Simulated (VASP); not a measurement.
# HfN (P6_3/mmc) in VASP: notebook, part 2 of 2

VASP 6.6.1. The steps go on from the part before.

## (4) Relaxation of cell and atoms, BLYP+D3(BJ)

The input, INCAR:

```
SYSTEM = HfN
PREC = Accurate ; ENCUT = 600
EDIFF = 1E-6 ; ISMEAR = -1
SIGMA = 0.1 ; LREAL = .FALSE.
LASPH = .TRUE. ; NELM = 100
ALGO = Normal ; ISIF = 3
LWAVE = .FALSE. ; LCHARG = .FALSE.
GGA = B5 ; ALDAX = 1.0
AGGAX = 1.0 ; AGGAC = 1.0
ALDAC = 0.0 ; IVDW = 12
VDW_S6 = 1.0 ; VDW_S8 = 2.6996
VDW_A1 = 0.4298 ; VDW_A2 = 4.2359
IBRION = 2 ; NSW = 60
EDIFFG = -0.01
```

The input, KPOINTS:

```
Automatic mesh
0
G
  9 9 5
  0 0 0
```

The input, POSCAR:

```
HfN
1.0
    3.1339080000      0.0000000000      0.0000000000
   -1.5669540000      2.7140440000      0.0000000000
    0.0000000000      0.0000000000      5.4167680000
Hf N
2 2
Direct
    0.6666666667      0.3333333333      0.7500000000
    0.3333333333      0.6666666667      0.2500000000
    0.0000000000      0.0000000000      0.0000000000
    0.0000000000      0.0000000000      0.5000000000
```

Potentials or basis: VASP PAW PBE potentials, release 64 (Hf_pv, N).

Launch:

```sh
> cat potpaw_PBE.64/Hf_pv/POTCAR potpaw_PBE.64/N/POTCAR > POTCAR
> mpirun -np 1 vasp_std > vasp.out
```

OUTCAR:

```text
SYSTEM = HfN
   PREC = Accurate
   ENCUT = 600
   EDIFF = 1E-6
   ISMEAR = -1
   LREAL = .FALSE.
   LASPH = .TRUE.
   NELM = 100
   ISIF = 3
   GGA = B5
   IVDW = 12
   IBRION = 2
   NSW = 60
   EDIFFG = -0.01
 IVDW          = 12

 ion  position               nearest neighbor table
   1  0.667  0.333  0.750-   3 2.26   4 2.26   3 2.26   4 2.26   3 2.26   4 2.26   2 3.26   2 3.26
                             2 3.26   2 3.26   2 3.26   2 3.26
   2  0.333  0.667  0.250-   3 2.26   4 2.26   3 2.26   4 2.26   3 2.26   4 2.26   1 3.26   1 3.26
                             1 3.26   1 3.26   1 3.26   1 3.26
   3  0.000  0.000  0.000-   1 2.26   2 2.26   1 2.26   2 2.26   1 2.26   2 2.26
   4  0.000  0.000  0.500-   1 2.26   2 2.26   1 2.26   2 2.26   1 2.26   2 2.26

  LATTYP: Found a hexagonal cell.
 ALAT       =     3.1339080000
 C/A-ratio  =     1.7284387417

  Lattice vectors:

 A1 = (   3.1339080000,   0.0000000000,   0.0000000000)
 A2 = (  -1.5669540000,   2.7140440000,   0.0000000000)
 A3 = (   0.0000000000,   0.0000000000,   5.4167680000)

Analysis of symmetry for initial positions (statically):
=====================================================================
 Subroutine PRICEL returns:
 Original cell was already a primitive cell.
[... 156 lines left out ...]
   IVDW    =    12    specifies the selected vdW correction
   LEPSILON=     F    determine dielectric tensor
   LRPA    =     F    only Hartree local field effects (RPA)
 conjugate gradient relaxation of ions
 non-spin polarized calculation
  energy-cutoff  :      600.00
  volume of cell :       46.07
 maximum number of plane-waves:      1581
 NGX is ok and might be reduce to    28
   NGX = 13   NGY = 13   NGZ = 21

--------------------------------------- Ionic step        1  -------------------------------------------

 number of electron      29.9999998 magnetization

 Free energy of the ion-electron system (eV)
  ---------------------------------------------------
  ext. energy  EPLUGINS =         0.00000000
  ---------------------------------------------------
  free energy    TOTEN  =       -39.86037311 eV

  energy without entropy =      -39.82580410  energy(sigma->0) =      -39.84308860

------------------------ aborting loop because EDIFF is reached ----------------------------------------

 Edisp (eV)   -3.62290

 E8    (eV) :    -2.7483
[... 159 lines left out ...]
--------------------------------------- Ionic step        5  -------------------------------------------

 number of electron      29.9999998 magnetization

 Free energy of the ion-electron system (eV)
  ---------------------------------------------------
  ext. energy  EPLUGINS =         0.00000000
  ---------------------------------------------------
  free energy    TOTEN  =       -39.85836342 eV

  energy without entropy =      -39.82345830  energy(sigma->0) =      -39.84091086

 E-fermi :   8.5059     XC(G=0): -12.0798

 val. band max:        8.3226266708   @ k =   0.1111   0.0000   0.2000
 cond. band min:       8.5431305061   @ k =   0.3333   0.0000   0.4000
 fundamental gap:      0.2205038354
 Fermi energy:         8.5058710671

 k-point     1 :       0.0000    0.0000    0.0000
  band No.  band energies     occupation
      1     -23.2455      2.00000
      2     -22.3988      2.00000
      3     -22.2857      2.00000
      4     -22.2857      2.00000
      5     -22.2277      2.00000
      6     -22.2277      2.00000
[... 505 lines left out ...]
      6     -22.5562      2.00000
[... 11 lines left out ...]
     18      12.2022      0.00000
     19      13.2349      0.00000

 [... further k-points ...]

------------------------ aborting loop because EDIFF is reached ----------------------------------------

 Edisp (eV)   -3.62614

 E8    (eV) :    -2.7507
[... 27 lines left out ...]
  FREE ENERGIE OF THE ION-ELECTRON SYSTEM (eV)
  ---------------------------------------------------
  free  energy   TOTEN  =       -43.4845020558 eV

  energy  without entropy=      -43.4495969336  energy(sigma->0) =      -43.46704949

 reached required accuracy - stopping structural energy minimisation
```

OSZICAR:

```text
N       E                     dE             d eps       ncg     rms          rms(c)
DAV:   1     0.136454699814E+03    0.13645E+03   -0.18706E+04  1368   0.177E+03
[... 34 lines left out ...]
   4 F= -.43484450E+02 E0= -.43466957E+02  d E =0.314542E-04
       N       E                     dE             d eps       ncg     rms          rms(c)
DAV:   1    -0.398584778375E+02    0.40422E-02   -0.38466E-03  1383   0.525E-01    0.251E-01
DAV:   2    -0.398583936872E+02    0.84150E-04   -0.26590E-04  1539   0.123E-01    0.680E-02
DAV:   3    -0.398583658120E+02    0.27875E-04   -0.38430E-05  1491   0.519E-02    0.366E-02
DAV:   4    -0.398583626095E+02    0.32025E-05   -0.97386E-06  1735   0.242E-02    0.303E-02
DAV:   5    -0.398583634183E+02   -0.80884E-06   -0.41021E-06  1416   0.109E-02
   5 F= -.43484502E+02 E0= -.43467049E+02  d E =-.201187E-04
```

CONTCAR:

```text
HfN
   1.00000000000000
     3.1274294048866214   -0.0000000000000000    0.0000000000000000
    -1.5637147024433107    2.7084333716856883    0.0000000000000000
     0.0000000000000000   -0.0000000000000000    5.4347156492577513
  Hf              N
     2     2
Direct
     0.6666666667000030    0.3333333332999970    0.7500000000000000
     0.3333333332999970    0.6666666667000030    0.2500000000000000
     0.0000000000000000    0.0000000000000000    0.0000000000000000
     0.0000000000000000    0.0000000000000000    0.5000000000000000

  0.00000000E+00  0.00000000E+00  0.00000000E+00
  0.00000000E+00  0.00000000E+00  0.00000000E+00
  0.00000000E+00  0.00000000E+00  0.00000000E+00
  0.00000000E+00  0.00000000E+00  0.00000000E+00
```

It took 2.2 min on 1 thread of Intel Xeon Platinum 8488C (Sapphire Rapids), shared host; peak memory 0.21 GiB.

What came out:

- Free energy: -43.4845 eV
- Relaxed volume: 11.51 Å³/atom
- Relaxed cell: a = 3.127 Å, b = 3.127 Å, c = 5.435 Å, α = 90.00°, β = 90.00°, γ = 120.00°
- Space group after relaxing (to 0.05 Å): P6_3/mmc (No. 194)
- Energy gained by relaxing: 0.3 meV/atom
- Ionic steps: 5
- Pressure after relaxing: 0.0 GPa
- Band gap on the k mesh: zero (band 15 reaches 9.86 eV, above the bottom of band 16 at 8.22 eV)
- Dispersion energy per atom: -0.907 eV

Step by step:
| step | energy change (eV) | largest force (eV/Å) | pressure (GPa) | volume (Å³) |
| --- | --- | --- | --- | --- |
| 1 | 0.0000 | 0.0000 | -0.23 | 46.07 |
| 2 | -0.0008 | 0.0000 | 0.42 | 45.96 |
| 3 | -0.0012 | 0.0000 | 0.19 | 46.00 |
| 4 | -0.0012 | 0.0000 | -0.31 | 46.08 |
| 5 | -0.0012 | 0.0000 | 0.00 | 46.03 |

Final structure:
```
CELL_PARAMETERS angstrom
3.12743 0.00000 0.00000
-1.56371 2.70843 0.00000
0.00000 0.00000 5.43472
ATOMIC_POSITIONS crystal
Hf 0.66667 0.33333 0.75000
Hf 0.33333 0.66667 0.25000
N 0.00000 0.00000 0.00000
N 0.00000 0.00000 0.50000
```

Caveat: the PAW data sets were made with another functional, which shifts forces and pressure a little; spin-orbit coupling is left out, which moves the levels of the heavy elements; pairwise dispersion overbinds metals, which lowers pressure and volume.

## (5) Overview

| level | gap on the mesh (eV) | pressure (GPa) | relaxed volume (Å³/atom) |
| --- | --- | --- | --- |
| PBEsol+D3(BJ) | none | 0.0 | 11.11 |
| PBEsol | none | 0.0 | 11.33 |
| BLYP+D3(BJ) | none | 0.0 | 11.51 |

Alike in all rows: task relaxation of cell and atoms; potentials or basis VASP PAW PBE potentials, release 64 (Hf_pv, N); no spin polarisation; cell relaxed; k mesh 9 × 9 × 5; cutoff (eV) 600; smearing fermi-dirac 0.1 eV.

Caveats: the PAW data sets were made with another functional, which shifts forces and pressure a little; spin-orbit coupling is left out, which moves the levels of the heavy elements; pairwise dispersion overbinds metals, which lowers pressure and volume (some runs).

Absolute energies hang on the potentials; compare differences alone.
